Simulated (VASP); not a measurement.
# Ca31S32 (a cell with a defect) in VASP: single point with PBEsol

Aim: the single point of Ca31S32 (a cell with a defect) with PBEsol.

Program: VASP 6.6.1. These are calculated values, not measurements. Logs are shortened: lines on timing, memory, paths and dates and some standing lists are left out, and cuts for length are marked.

## (1) The cell of the first run

The cell holds a defect, 63 atoms: a = 11.266 Å, b = 11.266 Å, c = 11.266 Å, α = 90.00°, β = 90.00°, γ = 90.00°.

## (2) Single point, PBEsol

Input file INCAR:

```
SYSTEM = Ca31S32
PREC = Accurate
ENCUT = 400
EDIFF = 1E-6
ISMEAR = -1
SIGMA = 0.05
LREAL = Auto
LASPH = .TRUE.
NELM = 120
ALGO = Normal
ISIF = 2
LWAVE = .FALSE.
LCHARG = .FALSE.
GGA = PS
NELECT = 504.0
ISYM = -1
NBANDS = 288
GGA_COMPAT = .FALSE.
```

Input file KPOINTS:

```
explicit points
1
Reciprocal
  0.25000000   0.25000000   0.25000000 1
```

Input file POSCAR:

```
Ca31S32
1.0
   11.2664380000      0.0000000000      0.0000000000
    0.0000000000     11.2664380000      0.0000000000
    0.0000000000      0.0000000000     11.2664380000
S Ca
32 31
Direct
    0.2491890000      0.9998630000      0.0003820000
    0.2479490000      0.9999710000      0.5003190000
    0.2479380000      0.4998950000      0.0002740000
    0.2412580000      0.4999700000      0.5003300000
    0.7506320000      0.9998780000      0.0003590000
    0.7518510000      0.9998820000      0.5003390000
    0.7518150000      0.4999120000      0.0003130000
    0.7585240000      0.4998620000      0.5003230000
    0.9998930000      0.2491640000      0.0003260000
    0.9999300000      0.2479820000      0.5003410000
    0.9998720000      0.7505990000      0.0003620000
    0.9999060000      0.7518810000      0.5003190000
    0.4999010000      0.2479790000      0.0003210000
    0.4999250000      0.2413100000      0.5003420000
    0.4998540000      0.7518310000      0.0002930000
    0.4999130000      0.7585070000      0.5003160000
    0.9999770000      0.9999270000      0.2496970000
    0.9999150000      0.9999390000      0.7510660000
    0.9998880000      0.4999430000      0.2484400000
    0.9998790000      0.4999130000      0.7522940000
    0.4999350000      0.9998740000      0.2484650000
    0.4999350000      0.9999190000      0.7523060000
    0.4998860000      0.4999150000      0.2415120000
    0.4998690000      0.4999430000      0.7589290000
    0.2493040000      0.2493350000      0.2497140000
    0.2492690000      0.2492720000      0.7509540000
    0.2492750000      0.7506030000      0.2497250000
    0.2492620000      0.7505720000      0.7509830000
    0.7506100000      0.2492530000      0.2496690000
    0.7505660000      0.2492670000      0.7509870000
    0.7505240000      0.7505150000      0.2496540000
    0.7505730000      0.7505560000      0.7509210000
    0.9999080000      0.9998750000      0.0004150000
    0.9998960000      0.9999140000      0.5003710000
    0.9999080000      0.4998650000      0.0003530000
    0.9998580000      0.4999070000      0.5003610000
    0.4999120000      0.9999140000      0.0003540000
    0.4999260000      0.9999160000      0.5003990000
    0.4998730000      0.4999250000      0.0004480000
    0.2511880000      0.2511280000      0.0003760000
    0.2546870000      0.2547420000      0.5003900000
    0.2511300000      0.7486460000      0.0003580000
    0.2545050000      0.7453530000      0.5003630000
    0.7486620000      0.2511380000      0.0003130000
    0.7453080000      0.2544940000      0.5003330000
    0.7486640000      0.7486340000      0.0002910000
    0.7451970000      0.7451110000      0.5002720000
    0.2511960000      0.0000160000      0.2516540000
    0.2511580000      0.9999570000      0.7491180000
    0.2546290000      0.5000170000      0.2551280000
    0.2545320000      0.4999230000      0.7456910000
    0.7486980000      0.9998670000      0.2515690000
    0.7487130000      0.9999060000      0.7491400000
    0.7452910000      0.4999160000      0.2549280000
    0.7451140000      0.4998930000      0.7456190000
    0.9999760000      0.2511550000      0.2515940000
    0.9999000000      0.2511620000      0.7491110000
    0.9998940000      0.7486830000      0.2515790000
    0.9998660000      0.7486460000      0.7491110000
    0.4999870000      0.2546650000      0.2550750000
    0.4999010000      0.2546050000      0.7456980000
    0.4999220000      0.7453210000      0.2549490000
    0.4998900000      0.7452030000      0.7455090000
```

Potentials or basis: VASP PAW PBE potentials, release 64 (S, Ca_sv).

The run is started by

```
> cat potpaw_PBE.64/S/POTCAR potpaw_PBE.64/Ca_sv/POTCAR > POTCAR
> mpirun -np 1 vasp_std > vasp.out
```

OUTCAR:

```text
SYSTEM = Ca31S32
   PREC = Accurate
   ENCUT = 400
   EDIFF = 1E-6
   ISMEAR = -1
   LREAL = Auto
   LASPH = .TRUE.
   NELM = 120
   ISIF = 2
   GGA = PS
   NELECT = 504.0
   ISYM = -1

 ion  position               nearest neighbor table
   1  0.249  1.000  0.000-  33 2.81  37 2.82  42 2.83  49 2.83  40 2.83  48 2.83
   2  0.248  1.000  0.500-  34 2.79  48 2.80  49 2.80  38 2.84  43 2.87  41 2.87
   3  0.248  0.500  0.000-  35 2.79  42 2.80  40 2.80  39 2.84  51 2.87  50 2.87
   4  0.241  0.500  0.500-  36 2.72  50 2.77  41 2.77  51 2.77  43 2.77
   5  0.751  1.000  0.000-  33 2.81  37 2.82  52 2.83  53 2.83  46 2.83  44 2.83
   6  0.752  1.000  0.500-  34 2.79  52 2.80  53 2.80  38 2.84  45 2.87  47 2.87
   7  0.752  0.500  0.000-  35 2.80  46 2.80  44 2.80  39 2.84  54 2.87  55 2.87
   8  0.759  0.500  0.500-  36 2.72  47 2.77  55 2.77  45 2.77  54 2.77
   9  1.000  0.249  0.000-  33 2.81  35 2.82  57 2.83  44 2.83  56 2.83  40 2.83
  10  1.000  0.248  0.500-  34 2.79  56 2.80  57 2.80  36 2.84  45 2.87  41 2.87
  11  1.000  0.751  0.000-  33 2.81  35 2.82  46 2.83  58 2.83  59 2.83  42 2.83
  12  1.000  0.752  0.500-  34 2.79  58 2.80  59 2.80  36 2.84  43 2.87  47 2.87
  13  0.500  0.248  0.000-  37 2.79  40 2.80  44 2.80  39 2.84  61 2.87  60 2.87
  14  0.500  0.241  0.500-  38 2.72  41 2.77  60 2.77  61 2.77  45 2.77
  15  0.500  0.752  0.000-  37 2.80  42 2.80  46 2.80  39 2.84  62 2.87  63 2.87
  16  0.500  0.759  0.500-  38 2.72  63 2.77  47 2.77  62 2.77  43 2.77
  17  1.000  1.000  0.250-  33 2.81  34 2.82  48 2.83  56 2.83  58 2.83  52 2.83
  18  1.000  1.000  0.751-  33 2.81  34 2.82  53 2.83  57 2.83  49 2.83  59 2.83
  19  1.000  0.500  0.248-  35 2.80  58 2.80  56 2.80  36 2.84  54 2.87  50 2.87
  20  1.000  0.500  0.752-  35 2.79  59 2.80  57 2.80  36 2.84  51 2.87  55 2.87
  21  0.500  1.000  0.248-  37 2.80  48 2.80  52 2.80  38 2.84  62 2.87  60 2.87
  22  0.500  1.000  0.752-  37 2.79  49 2.80  53 2.80  38 2.84  61 2.87  63 2.87
  23  0.500  0.500  0.242-  39 2.72  60 2.77  50 2.77  54 2.77  62 2.77
  24  0.500  0.500  0.759-  39 2.72  55 2.77  63 2.77  51 2.77  61 2.77
  25  0.249  0.249  0.250-  48 2.81  56 2.81  40 2.81  41 2.83  60 2.83  50 2.83
  26  0.249  0.249  0.751-  49 2.81  57 2.81  40 2.81  41 2.82  61 2.82  51 2.83
  27  0.249  0.751  0.250-  42 2.81  58 2.81  48 2.81  50 2.82  43 2.83  62 2.83
  28  0.249  0.751  0.751-  42 2.81  49 2.81  59 2.81  43 2.82  63 2.83  51 2.83
  29  0.751  0.249  0.250-  44 2.81  56 2.81  52 2.81  60 2.82  54 2.83  45 2.83
  30  0.751  0.249  0.751-  44 2.81  57 2.81  53 2.81  55 2.82  45 2.83  61 2.83
[... 31 lines left out ...]
  62  0.500  0.745  0.255-  16 2.77  23 2.77  31 2.82  27 2.83  21 2.87  15 2.87
  63  0.500  0.745  0.746-  16 2.77  24 2.77  28 2.83  32 2.83  22 2.87  15 2.87

IMPORTANT INFORMATION: All symmetrisations will be switched off!
NOSYMM: (Re-)initialisation of all symmetry stuff for point group C_1.

----------------------------------------------------------------------------------------

                                     Primitive cell

  volume of cell :    1430.0786

  direct lattice vectors                    reciprocal lattice vectors
    11.266438000  0.000000000  0.000000000     0.088759198  0.000000000  0.000000000
     0.000000000 11.266438000  0.000000000     0.000000000  0.088759198  0.000000000
     0.000000000  0.000000000 11.266438000     0.000000000  0.000000000  0.088759198

  length of vectors
    11.266438000 11.266438000 11.266438000     0.088759198  0.088759198  0.088759198

  position of ions in fractional coordinates (direct lattice)
     0.249189000  0.999863000  0.000382000
     0.247949000  0.999971000  0.500319000
     0.247938000  0.499895000  0.000274000
     0.241258000  0.499970000  0.500330000
     0.750632000  0.999878000  0.000359000
     0.751851000  0.999882000  0.500339000
[... 55 lines left out ...]
     0.499922000  0.745321000  0.254949000
     0.499890000  0.745203000  0.745509000

  ion indices of the primitive-cell ions
   primitive index   ion index
                 1           1
                 2           2
                 3           3
                 4           4
                 5           5
                 6           6
[... 55 lines left out ...]
                62          62
                63          63

----------------------------------------------------------------------------------------

 KPOINTS: explicit points

Read explicit list of k-points.

 Found      1 k-points:

 Following reciprocal coordinates:
            Coordinates               Weight
  0.250000  0.250000  0.250000      1.000000
   k-points           NKPTS =      1   k-points in BZ     NKDIM =      1   number of bands    NBANDS=    288
   number of dos      NEDOS =    301   number of ions     NIONS =     63
   total plane-waves  NPLWV = 512000
   dimension x,y,z NGX =    80 NGY =   80 NGZ =   80
   dimension x,y,z NGXF=   160 NGYF=  160 NGZF=  160
   ions per type =              32  31
   NGX,Y,Z   is equivalent  to a cutoff of  11.80, 11.80, 11.80 a.u.
   NGXF,Y,Z  is equivalent  to a cutoff of  23.61, 23.61, 23.61 a.u.
 SYSTEM =  Ca31S32
   PREC   = accura    normal or accurate (medium, high low for compatibility)
   ISTART =      0    job   : 0-new  1-cont  2-samecut
   ICHARG =      2    charge: 1-file 2-atom 10-const
   ISPIN  =      1    spin polarized calculation?
   LNONCOLLINEAR =      F non collinear calculations
   LSORBIT =      F    spin-orbit coupling
   LASPH  =      T    aspherical Exc in radial PAW
   ENCUT  =  400.0 eV  29.40 Ry    5.42 a.u.  18.37 18.37 18.37*2*pi/ulx,y,z
   NELM   =    120;   NELMIN=  2; NELMDL= -5     # of ELM steps
   EDIFF  = 0.1E-05   stopping-criterion for ELM
   LREAL  =      T    real-space projection
   EDIFFG = 0.1E-04   stopping-criterion for IOM
   NSW    =      0    number of steps for IOM
   IBRION =     -1    ionic relax: 0-MD 1-quasi-New 2-CG
   NFREE  =      0    steps in history (QN), initial steepest desc. (CG)
   ISIF   =      2    stress and relaxation
   ISYM   =     -1    0-nonsym 1-usesym 2-fastsym
   POTIM  = 0.5000    time-step for ionic-motion
   TEBEG  =    0.0;   TEEND  =   0.0 temperature during run
   PSTRESS=    0.0 pullay stress
   NELECT =     504.0000    total number of electrons
   NUPDOWN=      -1.0000    fix difference up-down
   EMIN   =  10.00;   EMAX   =-10.00  energy-range for DOS
   EFERMI =   0.00;   METHOD = LEGACY
   ISMEAR =    -1;   SIGMA  =   0.05  broadening in eV -4-tet -1-fermi 0-gaus
   EFERMI_NEDOS =   21; number of points for ismear=-14 and -15
   IALGO  =     38    algorithm
   IMIX   =      4    mixing-type and parameters
     AMIX     =   0.40;   BMIX     =  1.00
     AMIX_MAG =   1.60;   BMIX_MAG =  1.00
  volume/ion in A,a.u.               =      22.70       153.18
  Fermi-wavevector in a.u.,A,eV,Ry     =   1.156374  2.185230 18.193727  1.337201
  Thomas-Fermi vector in A             =   2.292995
   LORBIT       =      0    0 simple, 1 ext, 2 COOP (PROOUT), +10 PAW based schemes
   GGA     = PS    functional components
   LHFCALC =     F    Hartree Fock is set to
   AEXX    =    0.0000 exact exchange contribution
   IVDW    =     0    specifies the selected vdW correction
   LEPSILON=     F    determine dielectric tensor
   LRPA    =     F    only Hartree local field effects (RPA)
 non-spin polarized calculation
  energy-cutoff  :      400.00
  volume of cell :     1430.08
 maximum number of plane-waves:     25944
 NGX is ok and might be reduce to    80
   NGX = 37   NGY = 37   NGZ = 37

 number of electron     503.9999998 magnetization

 Free energy of the ion-electron system (eV)
  ---------------------------------------------------
  ext. energy  EPLUGINS =         0.00000000
  ---------------------------------------------------
  free energy    TOTEN  =      -334.29515790 eV

  energy without entropy =     -334.29515790  energy(sigma->0) =     -334.29515790

 E-fermi :   4.0995     XC(G=0):  -9.5834

 val. band max:        2.7519957784   @ k =   0.2500   0.2500   0.2500
 cond. band min:       5.3841793139   @ k =   0.2500   0.2500   0.2500
 fundamental gap:      2.6321835355
 Fermi energy:         4.0994584964

 k-point     1 :       0.2500    0.2500    0.2500
  band No.  band energies     occupation
      1     -36.3139      2.00000
      2     -36.2981      2.00000
      3     -36.2971      2.00000
      4     -36.2969      2.00000
      5     -36.2964      2.00000
      6     -36.2946      2.00000
[... 256 lines left out ...]
    263       6.6792      0.00000
    264       6.6880      0.00000
 [bands above 264 left out]

------------------------ aborting loop because EDIFF is reached ----------------------------------------

  FORCE on cell =-STRESS in cart. coord.  units (eV):
  Direction    XX          YY          ZZ          XY          YZ          ZX
  --------------------------------------------------------------------------------------
  -------------------------------------------------------------------------------------
  Total       15.3564630     15.3511688     15.3746917     -0.9897786     -0.9862301     -0.9871559
  in kB       17.2044933     17.1985620     17.2249157     -1.1088908     -1.1049152     -1.1059524
  external PRESSURE =      17.2093237 kB  Pullay stress =       0.0000000 kB

 VOLUME and BASIS-vectors are now :
 -----------------------------------------------------------------------------
  energy-cutoff  :      400.00
  volume of cell :     1430.08
      direct lattice vectors                 reciprocal lattice vectors
    11.266438000  0.000000000  0.000000000     0.088759198  0.000000000  0.000000000
     0.000000000 11.266438000  0.000000000     0.000000000  0.088759198  0.000000000
     0.000000000  0.000000000 11.266438000     0.000000000  0.000000000  0.088759198

 POSITION                                       TOTAL-FORCE (eV/Angst)
 -----------------------------------------------------------------------------------
      2.80747     11.26489      0.00430         0.000343      0.003121     -0.000925
      2.79350     11.26611      5.63681         0.006098     -0.001465      0.003847
      2.79338      5.63204      0.00309         0.003750      0.000263      0.002753
      2.71812      5.63288      5.63694         0.006618      0.000296      0.001063
      8.45695     11.26506      0.00404         0.000613      0.000388     -0.000018
      8.47068     11.26511      5.63704        -0.004011      0.001181     -0.000144
[... 55 lines left out ...]
      5.63234      8.39711      2.87237        -0.001972     -0.006009      0.004156
      5.63198      8.39578      8.39923        -0.001705     -0.007261     -0.001521
 -----------------------------------------------------------------------------------
    total drift:                                0.002557      0.002882     -0.000170

  FREE ENERGIE OF THE ION-ELECTRON SYSTEM (eV)
  ---------------------------------------------------
  free  energy   TOTEN  =      -334.2951579022 eV

  energy  without entropy=     -334.2951579021  energy(sigma->0) =     -334.29515790
```

Run time: 9.3 min. Hardware: 1 thread of Intel Xeon Platinum 8488C (Sapphire Rapids), shared host; peak memory 1 GiB.

What came out:

| Item | Value |
| --- | --- |
| Free energy | -334.2952 eV |
| Largest force | 0.021 eV/Å |

Forces in eV/Å, atoms in the order of the input:
```
S    0.000  0.003 -0.001
S    0.006 -0.001  0.004
S    0.004  0.000  0.003
S    0.007  0.000  0.001
S    0.001  0.000  0.000
S   -0.004  0.001  0.000
S   -0.002 -0.002  0.002
S   -0.008  0.000 -0.001
S    0.002  0.000  0.001
S   -0.001  0.004  0.001
S    0.001  0.001  0.000
S    0.000 -0.006  0.001
S    0.001  0.003  0.000
S    0.001  0.006 -0.001
S    0.003 -0.002  0.002
S   -0.001 -0.005 -0.002
S   -0.003 -0.001 -0.004
S    0.001 -0.002  0.002
S    0.000 -0.001  0.002
S    0.001  0.000 -0.004
S    0.001  0.003  0.001
S   -0.001  0.002 -0.005
S    0.002  0.001  0.021
S    0.001 -0.001 -0.003
S   -0.001 -0.002 -0.002
S   -0.002 -0.002  0.006
S   -0.003  0.004 -0.004
S   -0.005  0.004  0.002
S    0.002 -0.002 -0.002
S    0.001 -0.004  0.002
S    0.005  0.004 -0.004
S    0.000  0.002  0.003
Ca   0.001  0.001 -0.002
Ca   0.000  0.001  0.001
Ca  -0.001  0.001  0.001
Ca   0.002  0.000  0.001
Ca  -0.001 -0.002  0.001
Ca  -0.001 -0.001 -0.001
Ca   0.000  0.000 -0.016
Ca  -0.004  0.000  0.000
Ca   0.004  0.003 -0.001
Ca  -0.002  0.003 -0.001
Ca   0.006 -0.005 -0.001
Ca   0.003 -0.002  0.001
Ca  -0.004  0.005  0.000
Ca  -0.001  0.002 -0.001
Ca  -0.007 -0.004  0.000
Ca  -0.002 -0.003 -0.004
Ca  -0.003 -0.002  0.002
Ca   0.006 -0.001  0.002
Ca   0.004  0.001 -0.004
Ca   0.002  0.002 -0.001
Ca   0.000 -0.002 -0.001
Ca  -0.005 -0.002  0.005
Ca  -0.005 -0.001 -0.007
Ca   0.000  0.000 -0.001
Ca   0.001 -0.003  0.002
Ca   0.001  0.002 -0.002
Ca   0.001  0.003  0.001
Ca   0.000  0.005  0.006
Ca   0.001  0.003 -0.004
Ca  -0.002 -0.006  0.004
Ca  -0.002 -0.007 -0.002
```

Caveat: the cell carries a net charge on a neutralising background, which shifts energy and pressure; the cell is charged against a uniform background, so pressure and absolute levels hang on convention; the PAW data sets were made with another functional, which shifts forces and pressure a little.
